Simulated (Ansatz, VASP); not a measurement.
Two plane-wave programs on Ta3N

```xyz
4
Lattice="5.3356 0.0000 0.0000 -2.6678 4.6208 0.0000 0.0000 0.0000 2.9224" Properties=species:S:1:pos:R:3 pbc="T T T"
Ta    3.4064    0.0000    1.4612
Ta   -1.7032    2.9501    1.4612
Ta    0.9646    1.6707    1.4612
N     0.0000    0.0000    1.4612
```

Alike in both runs: functional PBE; k mesh 6 × 6 × 4; occupations gaussian, width 0.1 eV; no spin polarisation.

Ansatz relaxed the structure, and its values are those at the end. VASP's run is a single point on that final structure, the one shown.

|  | VASP | Ansatz |
| --- | --- | --- |
| version | VASP 6.6.1 | Ansatz 0.2.0 |
| potentials or method | VASP PAW PBE potentials, release 64 (Ta_sv_GW, N), cutoff 700 eV | scalar-relativistic, plane waves, PAW |
| valence electrons in the cell | 44 | 44 |

Ansatz gave:

* gap on the k mesh at the Fermi level (eV): none
* pressure (GPa): 0.0
* rms of the force components (eV/Å): 0.009

What did VASP give for the same quantities?

gap on the k mesh at the Fermi level (eV): none; pressure (GPa): -0.1; rms of the force components (eV/Å): 0.022.

A gap of «none» marks a metal or a gap that the smearing closes. The functional is the same, so the differences come from potentials, cutoffs and numerics.

The k mesh is coarse, so the values compare programs but aren't converged. Neither program's run includes spin-orbit coupling.
